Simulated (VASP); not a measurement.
# MgCu3Te2Br2O6 (C2) in VASP: electric field gradients with LDA

Aim: the electric field gradients of MgCu3Te2Br2O6 with LDA.

Everything below comes from runs of VASP 6.6.1. Logs are shortened: lines on timing, memory, paths and dates and some standing lists are left out, and cuts for length are marked.

**1. The cell of the first run**

The structure is monoclinic, space group C2 (No. 5). Conventional cell: a = 10.080 Å, b = 6.660 Å, c = 8.710 Å, α = 90.00°, β = 110.99°, γ = 90.00°. Mg (site symmetry 2) has 4 O at 1.99 to 2.06 Å within 2.6 Å. Cu (site symmetry 1) has 3 O at 2.03 to 2.10 Å and 1 Br at 2.38 Å within 2.7 Å. Cu (site symmetry 2) has 4 O at 1.86 to 2.59 Å within 2.6 Å. Te (site symmetry 1) has 3 O at 1.91 to 1.92 Å within 2.5 Å. Br (site symmetry 1) has 1 Cu at 2.38 Å and 1 O at 3.20 Å and 1 Te at 3.21 Å within 3.3 Å. O (site symmetry 1) has 1 Te at 1.91 Å and 1 Mg at 2.06 Å and 2 Cu at 2.10 to 2.59 Å within 2.6 Å. O (site symmetry 1) has 1 Te at 1.91 Å and 1 Mg at 1.99 Å and 1 Cu at 2.03 Å within 2.5 Å. O (site symmetry 1) has 2 Cu at 1.86 to 2.03 Å and 1 Te at 1.92 Å within 2.5 Å.

**2. Electric field gradients, LDA**

Contents of INCAR:

```
SYSTEM = MgCu3Te2Br2O6
PREC = Accurate ; ENCUT = 520
EDIFF = 1E-8 ; ISMEAR = -1
SIGMA = 0.05 ; LREAL = .False.
LASPH = .True. ; NELM = 80
ALGO = Normal ; ISIF = 2
LWAVE = .False. ; LCHARG = .False.
GGA = CA ; LEFG = .True.
NELECT = 98.0 ; NBANDS = 62
KPAR = 4
```

Contents of KPOINTS:

```
regular mesh
0
Gamma
  6 6 4
  0 0 0
```

Contents of POSCAR:

```
MgCu3Te2Br2O6
1.0
    5.0398480135     -3.3300047105      0.0000000000
    5.0398480135      3.3300047105      0.0000000000
   -3.1203974748      0.0000000000      8.1321760332
Mg Cu Te Br O
1 3 2 2 6
Direct
    0.7723427700      0.2276572300      0.5000000000
    0.1681300400      0.1357400100      0.3486697900
    0.3211508300      0.6788491700      0.5000000000
    0.8642599900      0.8318699600      0.6513302100
    0.3391347700      0.3312043000      0.7531857700
    0.6687957000      0.6608652300      0.2468142300
    0.3200634000      0.1697031700      0.1368994900
    0.8302968300      0.6799366000      0.8631005100
    0.8466058000      0.8551663900      0.4116204300
    0.6219101900      0.1785923600      0.6568325600
    0.3814209400      0.7774355000      0.3384181000
    0.2225645000      0.6185790600      0.6615819000
    0.8214076400      0.3780898100      0.3431674400
    0.1448336100      0.1533942000      0.5883795700
```

Potentials or basis: VASP PAW LDA potentials, release 64 (Mg, Cu, Te, Br, O).

Command:

```sh
$ cat potpaw_LDA.64/Mg/POTCAR potpaw_LDA.64/Cu/POTCAR potpaw_LDA.64/Te/POTCAR potpaw_LDA.64/Br/POTCAR potpaw_LDA.64/O/POTCAR > POTCAR
$ mpirun -np 4 vasp_std > vasp.out
```

OUTCAR:

```text
SYSTEM = MgCu3Te2Br2O6
   PREC = Accurate
   ENCUT = 520
   EDIFF = 1E-8
   ISMEAR = -1
   LREAL = .False.
   LASPH = .True.
   NELM = 80
   ISIF = 2
   GGA = CA
   NELECT = 98.0

 ion  position               nearest neighbor table
   1  0.772  0.228  0.500-  10 1.99  13 1.99   9 2.06  14 2.06   2 2.86   4 2.86   3 3.00   5 3.65
                             6 3.65   6 3.67   5 3.67
   2  0.168  0.136  0.349-  13 2.03  11 2.03  14 2.10   7 2.38   1 2.86
   3  0.321  0.679  0.500-  11 1.86  12 1.86   1 3.00
   4  0.864  0.832  0.651-  10 2.03  12 2.03   9 2.10   8 2.38   1 2.86
   5  0.339  0.331  0.753-  10 1.91  14 1.91  12 1.92   8 3.21   1 3.65   1 3.67
   6  0.669  0.661  0.247-  13 1.91   9 1.91  11 1.92   7 3.21   1 3.65   1 3.67
   7  0.320  0.170  0.137-   2 2.38   6 3.21
   8  0.830  0.680  0.863-   4 2.38   5 3.21
   9  0.847  0.855  0.412-   6 1.91   1 2.06   4 2.10
  10  0.622  0.179  0.657-   5 1.91   1 1.99   4 2.03
  11  0.381  0.777  0.338-   3 1.86   6 1.92   2 2.03
  12  0.223  0.619  0.662-   3 1.86   5 1.92   4 2.03
  13  0.821  0.378  0.343-   6 1.91   1 1.99   2 2.03
  14  0.145  0.153  0.588-   5 1.91   1 2.06   2 2.10

  LATTYP: Found a base centered monoclinic cell.
 ALAT       =    10.0796960270
 B/A-ratio  =     0.6607351455
 C/A-ratio  =     0.8641422191
 COS(beta)  =    -0.3582426251

  Lattice vectors:

 A1 = (   5.0398480135,  -3.3300047105,   0.0000000000)
 A2 = (   5.0398480135,   3.3300047105,   0.0000000000)
 A3 = (  -3.1203974748,   0.0000000000,   8.1321760332)

Analysis of symmetry for initial positions (statically):
=====================================================================
 Subroutine PRICEL returns:
 Original cell was already a primitive cell.

 Routine SETGRP: Setting up the symmetry group for a
 base centered monoclinic supercell.

 Subroutine GETGRP returns: Found  2 space group operations
 (whereof  2 operations were pure point group operations)
 out of a pool of  4 trial point group operations.

The static configuration has the point symmetry C_2 .

Analysis of symmetry for dynamics (positions and initial velocities):
=====================================================================
 Subroutine PRICEL returns:
 Original cell was already a primitive cell.

 Routine SETGRP: Setting up the symmetry group for a
 base centered monoclinic supercell.

 Subroutine GETGRP returns: Found  2 space group operations
 (whereof  2 operations were pure point group operations)
 out of a pool of  4 trial point group operations.

The dynamic configuration has the point symmetry C_2 .

 Subroutine INISYM returns: Found  2 space group operations
 (whereof  2 operations are pure point group operations),
 and found     1 'primitive' translations

----------------------------------------------------------------------------------------

                                     Primitive cell

  volume of cell :     272.9600

  direct lattice vectors                    reciprocal lattice vectors
     5.039848014 -3.330004710  0.000000000     0.099209341 -0.150149938  0.038067619
     5.039848014  3.330004710  0.000000000     0.099209341  0.150149938  0.038067619
    -3.120397475  0.000000000  8.132176033     0.000000000  0.000000000  0.122968317

  length of vectors
     6.040612500  6.040612500  8.710290893     0.183947386  0.183947386  0.122968317

  position of ions in fractional coordinates (direct lattice)
     0.772342770  0.227657230  0.500000000
     0.168130040  0.135740010  0.348669790
     0.321150830  0.678849170  0.500000000
     0.864259990  0.831869960  0.651330210
     0.339134770  0.331204300  0.753185770
     0.668795700  0.660865230  0.246814230
     0.320063400  0.169703170  0.136899490
     0.830296830  0.679936600  0.863100510
     0.846605800  0.855166390  0.411620430
     0.621910190  0.178592360  0.656832560
     0.381420940  0.777435500  0.338418100
     0.222564500  0.618579060  0.661581900
     0.821407640  0.378089810  0.343167440
[... 125 lines left out ...]
 NGX is ok and might be reduce to    48
   NGX = 23   NGY = 23   NGZ = 33

 number of electron      98.0000000 magnetization

 Free energy of the ion-electron system (eV)
  ---------------------------------------------------
  ext. energy  EPLUGINS =         0.00000000
  ---------------------------------------------------
  free energy    TOTEN  =       -71.84848499 eV

  energy without entropy =      -71.84843029  energy(sigma->0) =      -71.84845764

 E-fermi :   3.7598     XC(G=0):  -9.3270

 val. band max:        3.2984754483   @ k =  -0.1667   0.1667   0.0000
 cond. band min:       4.1419938230   @ k =   0.1667   0.1667   0.5000
 fundamental gap:      0.8435183748
 Fermi energy:         3.7598006259

 k-point     1 :       0.0000    0.0000    0.0000
  band No.  band energies     occupation
      1     -17.6422      2.00000
      2     -17.3336      2.00000
      3     -15.9730      2.00000
      4     -15.9032      2.00000
      5     -15.8596      2.00000
      6     -15.6875      2.00000
[... 1525 lines left out ...]
     60       8.5861      0.00000
     61       8.8415      0.00000

 [... further k-points ...]

 [bands above 61 left out]

------------------------ aborting loop because EDIFF is reached ----------------------------------------

  FORCE on cell =-STRESS in cart. coord.  units (eV):
  Direction    XX          YY          ZZ          XY          YZ          ZX
  --------------------------------------------------------------------------------------
  -------------------------------------------------------------------------------------
  Total       -1.2096298     -0.0062132      1.2908031      0.0000000      0.0000000      2.0278812
  in kB       -7.1000928     -0.0364693      7.5765508      0.0000000      0.0000000     11.9029341
  external PRESSURE =       0.1466629 kB  Pullay stress =       0.0000000 kB

 VOLUME and BASIS-vectors are now :
 -----------------------------------------------------------------------------
  energy-cutoff  :      520.00
  volume of cell :      272.96
      direct lattice vectors                 reciprocal lattice vectors
     5.039848014 -3.330004710  0.000000000     0.099209341 -0.150149938  0.038067619
     5.039848014  3.330004710  0.000000000     0.099209341  0.150149938  0.038067619
    -3.120397475  0.000000000  8.132176033     0.000000000  0.000000000  0.122968317

 POSITION                                       TOTAL-FORCE (eV/Angst)
 -----------------------------------------------------------------------------------
      3.47965     -1.81381      4.06609         0.000000     -0.362398      0.000000
      0.44347     -0.10786      2.83544         0.060762      0.145542      0.027729
      3.47965      1.19114      4.06609         0.000000      0.181807      0.000000
      6.51583     -0.10786      5.29673        -0.060762      0.145542     -0.027729
      1.02817     -0.02641      6.12504         0.280471      0.014866     -0.699739
      5.93113     -0.02641      2.00714        -0.280471      0.014866      0.699739
      2.04117     -0.50070      1.11329         0.024204     -0.096036      0.144615
      4.91813     -0.50070      7.01889        -0.024204     -0.096036     -0.144615
      7.29225      0.02851      3.34737        -0.223140      0.109442     -0.123253
      1.98483     -1.47625      5.34148         0.018385      0.134086     -0.034249
      4.78446      1.31873      2.75208        -0.128213     -0.217604      0.202900
      2.17484      1.31873      5.38010         0.128213     -0.217604     -0.202900
      4.97447     -1.47625      2.79070        -0.018385      0.134086      0.034249
     -0.33296      0.02851      4.78481         0.223140      0.109442      0.123253
 -----------------------------------------------------------------------------------
    total drift:                                0.000000      0.001223      0.000000

  FREE ENERGIE OF THE ION-ELECTRON SYSTEM (eV)
  ---------------------------------------------------
  free  energy   TOTEN  =       -71.8484849920 eV

  energy  without entropy=      -71.8484302939  energy(sigma->0) =      -71.84845764

 Electric field gradients (V/A^2)
---------------------------------------------------------------------
 ion       V_xx      V_yy      V_zz      V_xy      V_xz      V_yz
---------------------------------------------------------------------
   1     -13.257     7.776     5.481    -0.000    17.567    -0.000
   2      70.075   -64.924    -5.151    -7.461    50.834    -2.013
   3     -30.141    57.966   -27.825    -0.000    36.331    -0.000
   4      70.075   -64.924    -5.151     7.461    50.834     2.013
   5     105.884   245.237  -351.121   -12.828    93.377    50.331
   6     105.884   245.237  -351.121    12.828    93.377   -50.331
   7     -36.897   -12.558    49.455    -3.552  -114.569    19.370
   8     -36.897   -12.558    49.455     3.552  -114.569   -19.370
   9       8.690   -60.363    51.673     4.914    72.104    -0.756
  10     -13.290    51.387   -38.098   -45.106   -49.869    44.830
  11       0.232    29.236   -29.468   -48.291   -73.022    41.736
  12       0.232    29.236   -29.468    48.291   -73.022   -41.736
  13     -13.290    51.387   -38.098    45.106   -49.869   -44.830
  14       8.690   -60.363    51.673    -4.914    72.104     0.756
---------------------------------------------------------------------

 Electric field gradients after diagonalization (V/A^2)
 (convention: |V_zz| > |V_xx| > |V_yy|)
----------------------------------------------------------------------
 ion       V_xx      V_yy      V_zz     asymmetry (V_yy - V_xx)/ V_zz
----------------------------------------------------------------------
   1      16.021     7.776   -23.797       0.346
   2     -65.351   -30.704    96.055       0.361
   3      57.966     7.367   -65.333       0.774
   4     -65.351   -30.704    96.055       0.361
   5     249.647   124.161  -373.808       0.336
   6     249.647   124.161  -373.808       0.336
   7    -116.792   -14.170   130.963       0.784
   8    -116.792   -14.170   130.963       0.784
   9     -61.564   -43.889   105.453       0.168
  10     -77.710   -25.460   103.170       0.506
  11     -89.169   -21.024   110.193       0.618
  12     -89.169   -21.024   110.193       0.618
  13     -77.710   -25.460   103.170       0.506
  14     -61.564   -43.889   105.453       0.168
----------------------------------------------------------------------

           NMR quadrupolar parameters

 Cq : quadrupolar parameter    Cq=e*Q*V_zz/h
 eta: asymmetry parameters     (V_yy - V_xx)/ V_zz
 Q  : nuclear electric quadrupole moment in mb (millibarn)
----------------------------------------------------------------------
 ion       Cq(MHz)       eta       Q (mb)
----------------------------------------------------------------------
   1      -0.058       0.346       1.000
   2       0.232       0.361       1.000
   3      -0.158       0.774       1.000
   4       0.232       0.361       1.000
   5      -0.904       0.336       1.000
   6      -0.904       0.336       1.000
   7       0.317       0.784       1.000
   8       0.317       0.784       1.000
   9       0.255       0.168       1.000
  10       0.249       0.506       1.000
  11       0.266       0.618       1.000
  12       0.266       0.618       1.000
  13       0.249       0.506       1.000
  14       0.255       0.168       1.000
----------------------------------------------------------------------
```

It took 7.7 min on 4 MPI ranks of AMD EPYC 7R43 (Zen 3), shared host; peak memory 0.8 GiB.

What came out:

| Item | Value |
| --- | --- |
| Free energy | -71.8485 eV |
| Largest force | 0.754 eV/Å |
| Largest electric field gradient by atom | Mg -23.8; Cu +96.1, -65.3 (each value once); Te -373.8; Br +131.0; O +105.5, +103.2, +110.2 (each value once) V/Å² |

Forces on the atoms (eV/Å):
```
Mg   0.000 -0.362  0.000
Cu   0.061  0.146  0.028
Cu   0.000  0.182  0.000
Cu  -0.061  0.146 -0.028
Te   0.280  0.015 -0.700
Te  -0.280  0.015  0.700
Br   0.024 -0.096  0.145
Br  -0.024 -0.096 -0.145
O   -0.223  0.109 -0.123
O    0.018  0.134 -0.034
O   -0.128 -0.218  0.203
O    0.128 -0.218 -0.203
O   -0.018  0.134  0.034
O    0.223  0.109  0.123
```

Electric field gradients, principal values (V/Å²):
```tsv
atom	least	middle	greatest (by size)
1 Mg	7.776	16.021	-23.797
2 Cu	-30.704	-65.351	96.055
3 Cu	7.367	57.966	-65.333
4 Cu	-30.704	-65.351	96.055
5 Te	124.161	249.647	-373.808
6 Te	124.161	249.647	-373.808
7 Br	-14.170	-116.792	130.963
8 Br	-14.170	-116.792	130.963
9 O	-43.889	-61.564	105.453
10 O	-25.460	-77.710	103.170
11 O	-21.024	-89.169	110.193
12 O	-21.024	-89.169	110.193
13 O	-25.460	-77.710	103.170
14 O	-43.889	-61.564	105.453
```

Caveat: the cell carries a net charge on a neutralising background, which shifts energy and pressure; the cell is charged against a uniform background, so pressure and absolute levels hang on convention; without QUAD_EFG the Cq values of the log hold for a quadrupole moment of 1 mb, not for the nuclei; spin-orbit coupling is left out, which moves the levels of the heavy elements.
